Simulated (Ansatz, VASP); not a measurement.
**Two plane-wave programs on Cd**

```xyz
2
Lattice="2.8299 0.0000 0.0000 -1.4150 2.4508 0.0000 0.0000 0.0000 5.4772" Properties=species:S:1:pos:R:3 pbc="T T T"
Cd    0.0000    1.6339    1.3693
Cd    1.4150    0.8169    4.1079
```

Change from the starting cell: strain -0.050 along x and y, -0.025 along z, atoms carried along.

Alike in both runs: task single point; functional PBE; k mesh 18 × 18 × 8; occupations gaussian, width 0.15 eV; no spin polarisation.

|  | VASP | Ansatz |
| --- | --- | --- |
| version | VASP 6.6.1 | Ansatz 0.2.0 |
| potentials or method | VASP PAW PBE potentials, release 64 (Cd_sv_GW), cutoff 540 eV | scalar-relativistic, plane waves, PAW |
| valence electrons in the cell | 40 | 40 |

VASP gave:

- gap on the k mesh at the Fermi level (eV): none
- pressure (GPa): 12.4
- traceless stress, the component that is largest in VASP (GPa): -5.01

Question: What did Ansatz give for the same quantities?

Answer: gap on the k mesh at the Fermi level (eV): none; pressure (GPa): 15.0; traceless stress, the component that is largest in VASP (GPa): -5.01.

A gap of «none» marks a metal or a gap that the smearing closes. With one functional, cell and mesh, what is left measures potentials, basis and numerics.
